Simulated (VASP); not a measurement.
# CsLiCr2Te2S3 (C2/m) in VASP: a series of runs

CsLiCr2Te2S3 is run at these levels: PBE, PBE+TS; tasks: electrostatic potential, atomic charges, relaxation of cell and atoms.

All numbers are computed with VASP 6.6.1; they aren't measurements. Logs are shortened: lines on timing, memory, paths and dates and some standing lists are left out, and cuts for length are marked.

### Step 1. The cell of the first run

The structure is monoclinic, space group C2/m (No. 12). Conventional cell: a = 14.579 Å, b = 4.209 Å, c = 7.709 Å, α = 90.00°, β = 109.04°, γ = 90.00°. Within 5.0 Å of Cs (site symmetry 2/m) lie 6 S at 3.84 to 3.85 Å and 6 Te at 4.08 to 4.23 Å and 2 Cs at 4.21 Å and 4 Cr at 4.27 to 4.78 Å and 4 Li at 4.39 Å. Within 2.8 Å of Li (site symmetry 2/m) lie 4 S at 2.10 to 2.75 Å. Within 3.2 Å of Cr (site symmetry m) lie 4 S at 2.33 to 2.46 Å and 2 Te at 2.84 Å and 2 Li at 3.18 Å. Te (site symmetry m) has 2 Cr at 2.84 Å and 1 Li at 3.10 Å and 5 S at 3.19 to 3.75 Å and 2 Te at 3.39 Å within 3.8 Å. Within 3.3 Å of S (site symmetry m) lie 3 Cr at 2.33 to 2.46 Å and 1 Li at 2.75 Å and 1 Te at 3.19 Å and 2 S at 3.27 Å. S (site symmetry 2/m) has 2 Li at 2.10 Å and 2 Cr at 2.38 Å within 2.8 Å.

### Step 2. Electrostatic potential, PBE, collinear spin, ferromagnetic start

INCAR

```
SYSTEM = CsLiCr2Te2S3
PREC = Accurate ; ENCUT = 520
EDIFF = 1E-6 ; ISMEAR = -1
SIGMA = 0.05 ; LREAL = .FALSE.
LASPH = .TRUE. ; NELM = 120
ALGO = Normal ; ISIF = 2
LWAVE = .FALSE. ; LCHARG = .TRUE.
ISPIN = 2 ; MAGMOM = 0 0 3 3 0 0 0 0 0
LORBIT = 11 ; LMAXMIX = 4
GGA = PE ; LVHAR = .TRUE.
KPAR = 4
```

KPOINTS

```
regular mesh
0
G
  7 7 4
  0 0 0
```

POSCAR

```
CsLiCr2Te2S3
1.0
    7.2895900000     -2.1043300000      0.0177200000
    7.2895900000      2.1043300000      0.0177200000
   -2.5331500000      0.0000000000      7.2810000000
Cs Li Cr Te S
1 1 2 2 3
Direct
    0.5000000000      0.5000000000      0.0000000000
    0.0000000000      0.0000000000      0.5000000000
    0.3287000000      0.3287000000      0.4330000000
    0.6713000000      0.6713000000      0.5670000000
    0.8067200000      0.8067200000      0.1742700000
    0.1932800000      0.1932800000      0.8257300000
    0.1635800000      0.1635800000      0.3971300000
    0.8364200000      0.8364200000      0.6028700000
    0.5000000000      0.5000000000      0.5000000000
```

Potentials or basis: VASP PAW PBE potentials, release 64 (Cs_sv, Li_sv, Cr_pv, Te, S).

Command:

```
$ cat potpaw_PBE.64/Cs_sv/POTCAR potpaw_PBE.64/Li_sv/POTCAR potpaw_PBE.64/Cr_pv/POTCAR potpaw_PBE.64/Te/POTCAR potpaw_PBE.64/S/POTCAR > POTCAR
$ mpirun -np 4 vasp_std > vasp.out
```

OUTCAR:

```text
SYSTEM = CsLiCr2Te2S3
   PREC = Accurate
   ENCUT = 520
   EDIFF = 1E-6
   ISMEAR = -1
   LREAL = .FALSE.
   LASPH = .TRUE.
   NELM = 120
   ISIF = 2
   ISPIN = 2
   LORBIT = 11
   GGA = PE

 ion  position               nearest neighbor table
   1  0.500  0.500  0.000-
   2  0.000  0.000  0.500-   9 2.10   9 2.10   5 3.10   6 3.10
   3  0.329  0.329  0.433-   7 2.33   9 2.38   8 2.46   8 2.46   5 2.84   5 2.84
   4  0.671  0.671  0.567-   8 2.33   9 2.38   7 2.46   7 2.46   6 2.84   6 2.84
   5  0.807  0.807  0.174-   3 2.84   3 2.84   2 3.10   8 3.19   6 3.39   6 3.39
   6  0.193  0.193  0.826-   4 2.84   4 2.84   2 3.10   7 3.19   5 3.39   5 3.39
   7  0.164  0.164  0.397-   3 2.33   4 2.46   4 2.46   6 3.19
   8  0.836  0.836  0.603-   4 2.33   3 2.46   3 2.46   5 3.19
   9  0.500  0.500  0.500-   2 2.10   2 2.10   3 2.38   4 2.38

  LATTYP: Found a base centered monoclinic cell.
 ALAT       =    14.5792230748
 B/A-ratio  =     0.2886751906
 C/A-ratio  =     0.5287711959
 COS(beta)  =    -0.3262964791

  Lattice vectors:

 A1 = (   7.2895900000,  -2.1043300000,   0.0177200000)
 A2 = (   7.2895900000,   2.1043300000,   0.0177200000)
 A3 = (  -2.5331500000,   0.0000000000,   7.2810000000)

Analysis of symmetry for initial positions (statically):
=====================================================================
 Subroutine PRICEL returns:
 Original cell was already a primitive cell.

 Routine SETGRP: Setting up the symmetry group for a
 base centered monoclinic supercell.

 Subroutine GETGRP returns: Found  4 space group operations
 (whereof  4 operations were pure point group operations)
 out of a pool of  4 trial point group operations.

The static configuration has the point symmetry C_2h.

Analysis of symmetry for dynamics (positions and initial velocities):
=====================================================================
 Subroutine PRICEL returns:
 Original cell was already a primitive cell.

 Routine SETGRP: Setting up the symmetry group for a
 base centered monoclinic supercell.

 Subroutine GETGRP returns: Found  4 space group operations
 (whereof  4 operations were pure point group operations)
 out of a pool of  4 trial point group operations.

The dynamic configuration has the point symmetry C_2h.

Analysis of structural, dynamic, and magnetic symmetry:
=====================================================================
 Subroutine PRICEL returns:
 Original cell was already a primitive cell.

 Routine SETGRP: Setting up the symmetry group for a
 base centered monoclinic supercell.

 Subroutine GETGRP returns: Found  4 space group operations
 (whereof  4 operations were pure point group operations)
 out of a pool of  4 trial point group operations.

The overall configuration has the point symmetry C_2h.

 Subroutine INISYM returns: Found  4 space group operations
 (whereof  4 operations are pure point group operations),
 and found     1 'primitive' translations

----------------------------------------------------------------------------------------

                                     Primitive cell

  volume of cell :     223.5657

  direct lattice vectors                    reciprocal lattice vectors
     7.289590000 -2.104330000  0.017720000     0.068533003 -0.237605319  0.023843480
     7.289590000  2.104330000  0.017720000     0.068533003  0.237605319  0.023843480
    -2.533150000  0.000000000  7.281000000    -0.000333582  0.000000000  0.137227714

  length of vectors
     7.587268357  7.587268357  7.709073221     0.248438265  0.248438265  0.137228120

  position of ions in fractional coordinates (direct lattice)
     0.500000000  0.500000000  1.000000000
     0.000000000  0.000000000  0.500000000
     0.328700000  0.328700000  0.433000000
     0.671300000  0.671300000  0.567000000
     0.806720000  0.806720000  0.174270000
     0.193280000  0.193280000  0.825730000
     0.163580000  0.163580000  0.397130000
     0.836420000  0.836420000  0.602870000
     0.500000000  0.500000000  0.500000000

  ion indices of the primitive-cell ions
[... 58 lines left out ...]
      5     -39.8941      1.00000
      6     -39.8814      1.00000
[... 34 lines left out ...]
     41       6.4261      0.00000
     42       7.4723      0.00000
[... 994 lines left out ...]
      2     -39.9402      1.00000
      3     -39.9357      1.00000
      4     -39.8994      1.00000
      5     -39.8941      1.00000
      6     -39.8814      1.00000
[... 34 lines left out ...]
     41       6.4848      0.00000
     42       7.7558      0.00000

 [... further k-points ...]

 spin component 2

 k-point     1 :       0.0000    0.0000    0.0000
  band No.  band energies     occupation
      1     -40.8927      1.00000
      2     -37.1191      1.00000
      3     -37.1111      1.00000
      4     -37.0814      1.00000
      5     -37.0751      1.00000
      6     -36.9140      1.00000
[... 34 lines left out ...]
     41       7.5809      0.00000
     42       7.5921      0.00000
[... 994 lines left out ...]
      2     -37.1190      1.00000
      3     -37.1112      1.00000
      4     -37.0814      1.00000
      5     -37.0751      1.00000
      6     -36.9140      1.00000
[... 34 lines left out ...]
     41       7.5597      0.00000
     42       7.9130      0.00000

 [... further k-points ...]

------------------------ aborting loop because EDIFF is reached ----------------------------------------

  FORCE on cell =-STRESS in cart. coord.  units (eV):
  Direction    XX          YY          ZZ          XY          YZ          ZX
  --------------------------------------------------------------------------------------
  -------------------------------------------------------------------------------------
  Total       -0.0613215      0.1016744      0.0187847      0.0000000      0.0000000     -0.0055599
  in kB       -0.4394585      0.7286468      0.1346197      0.0000000      0.0000000     -0.0398448
  external PRESSURE =       0.1412694 kB  Pullay stress =       0.0000000 kB

 VOLUME and BASIS-vectors are now :
 -----------------------------------------------------------------------------
  energy-cutoff  :      520.00
  volume of cell :      223.57
      direct lattice vectors                 reciprocal lattice vectors
     7.289590000 -2.104330000  0.017720000     0.068533003 -0.237605319  0.023843480
     7.289590000  2.104330000  0.017720000     0.068533003  0.237605319  0.023843480
    -2.533150000  0.000000000  7.281000000    -0.000333582  0.000000000  0.137227714

 POSITION                                       TOTAL-FORCE (eV/Angst)
 -----------------------------------------------------------------------------------
      7.28959      0.00000      0.01772         0.000000      0.000000      0.000000
     -1.26658      0.00000      3.64050         0.000000     -0.000000      0.000000
      3.69532      0.00000      3.16432        -0.016585     -0.000000     -0.024002
      8.35071      0.00000      4.15212         0.016585     -0.000000      0.024002
     11.31986      0.00000      1.29745         0.006368     -0.000000      0.024056
      0.72617      0.00000      6.01899        -0.006368     -0.000000     -0.024056
      1.37887      0.00000      2.89730         0.005218     -0.000000     -0.008289
     10.66716      0.00000      4.41914        -0.005218     -0.000000      0.008289
      6.02301      0.00000      3.65822         0.000000     -0.000000      0.000000
 -----------------------------------------------------------------------------------
    total drift:                                0.000000      0.000000     -0.000000

  FREE ENERGIE OF THE ION-ELECTRON SYSTEM (eV)
  ---------------------------------------------------
  free  energy   TOTEN  =       -45.7872532480 eV

  energy  without entropy=      -45.7516274075  energy(sigma->0) =      -45.76944033

 total charge

# of ion       s       p       d       tot
------------------------------------------
    1        1.833   4.700   0.030   6.564
    2        2.037   0.081   0.000   2.118
    3        0.269   6.238   4.078  10.585
    4        0.269   6.238   4.078  10.585
    5        1.390   1.920   0.026   3.335
    6        1.390   1.920   0.026   3.335
    7        1.342   2.361   0.000   3.703
    8        1.342   2.361   0.000   3.703
    9        1.327   2.488   0.000   3.816
--------------------------------------------------
tot         11.201  28.306   8.238  47.745

 magnetization (x)

# of ion       s       p       d       tot
------------------------------------------
    1        0.000  -0.001   0.000   0.000
    2        0.001   0.002   0.000   0.003
    3        0.039   0.028   2.774   2.841
    4        0.039   0.028   2.774   2.841
    5       -0.002  -0.140   0.002  -0.139
    6       -0.002  -0.140   0.002  -0.139
    7       -0.006  -0.147   0.000  -0.152
    8       -0.006  -0.147   0.000  -0.152
    9       -0.003  -0.042   0.000  -0.045
--------------------------------------------------
tot          0.062  -0.557   5.553   5.058
```

Wall time 9.4 min (4 MPI ranks of Intel Xeon Platinum 8488C (Sapphire Rapids), shared host); peak memory 1.3 GiB.

Results:

```
Free energy                                           : -45.7873 eV
Largest force                                         : 0.029 eV/Å
Net moment                                            : 5.24 μB per cell
Site moments                                          : Cs +0.00; Li +0.00; Cr +2.84; Te -0.14; S -0.15, -0.04 (each value once) μB
Valence electrons inside the program's atomic spheres : Cs 6.56; Li 2.12; Cr 10.59; Te 3.33; S 3.70, 3.82 (each value once)
```

Forces in eV/Å, atoms in the order of the input:
```
Cs   0.000  0.000  0.000
Li   0.000  0.000  0.000
Cr  -0.017  0.000 -0.024
Cr   0.017  0.000  0.024
Te   0.006  0.000  0.024
Te  -0.006  0.000 -0.024
S    0.005  0.000 -0.008
S   -0.005  0.000  0.008
S    0.000  0.000  0.000
```

Levels at points of the mesh, in eV from the Fermi level:
Spin up:
| k point | band 31 | band 32 | band 33 | band 34 | band 35 | band 36 | band 37 | band 38 | band 39 | band 40 |
| --- | --- | --- | --- | --- | --- | --- | --- | --- | --- | --- |
| (0.00, 0.00, 0.00) | -0.89 | -0.59 | -0.54 | -0.32 | -0.19 | 0.13 | 1.02 | 1.21 | 1.41 | 2.22 |
| (0.00, 0.00, 0.50) | -0.93 | -0.62 | -0.58 | -0.26 | -0.22 | 0.10 | 0.49 | 1.02 | 1.48 | 1.70 |
Spin down:
```tsv
k point	band 28	band 29	band 30	band 31	band 32	band 33
(0.00, 0.00, 0.00)	-0.93	-0.69	-0.09	0.78	1.05	1.50
(0.00, 0.00, 0.50)	-0.94	-0.69	-0.07	0.39	1.06	1.57
```

Caveat: the cutoff is under 1.25 times the usual one of these potentials, so pressure, stress and relaxed cells hold a basis-set (Pulay) error; spin-orbit coupling is left out, which moves the levels of the heavy elements; only a ferromagnetic start was run, and an antiferromagnetic order may lie lower in energy.

[end of part 1 of 2]
